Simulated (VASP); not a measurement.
Hf, 2 atoms in the cell. Symmetry: P6_3/mmc, No. 194, hexagonal system. Conventional cell: a = 3.118 Å, b = 3.118 Å, c = 4.948 Å, α = 90.00°, β = 90.00°, γ = 120.00°. Hf (site symmetry -6m2) has 12 Hf at 3.06 to 3.12 Å within 4.0 Å. 

```yaml
Program: VASP 6.6.1
Task: single point
Functional: LDA
Potentials_or_basis: VASP PAW LDA potentials, release 64 (Hf_pv)
Cutoff: 520 eV
k_mesh: 12 × 12 × 7
Occupations: methfessel-paxton, width 0.2 eV
Spin: no spin polarisation
Dipole_correction: no
Further_INCAR_settings: ALGO = Normal; EDIFF = 1e-06; NBANDS = 17
```

Potentials or basis: VASP PAW LDA potentials, release 64 (Hf_pv).

The run is started by

```console
$ cat potpaw_LDA.64/Hf_pv/POTCAR > POTCAR
$ mpirun -np 1 vasp_std > vasp.out
```

Hardware: 1 thread of Intel(R) Xeon(R) 6975P-C (Granite Rapids), with other jobs on the host.

How long does it take, and how much memory?

Run time: 19 s on 1 thread of Intel(R) Xeon(R) 6975P-C (Granite Rapids) (shared host), peak memory 0.17 GiB. Counts: scf iterations 12, k points 76.
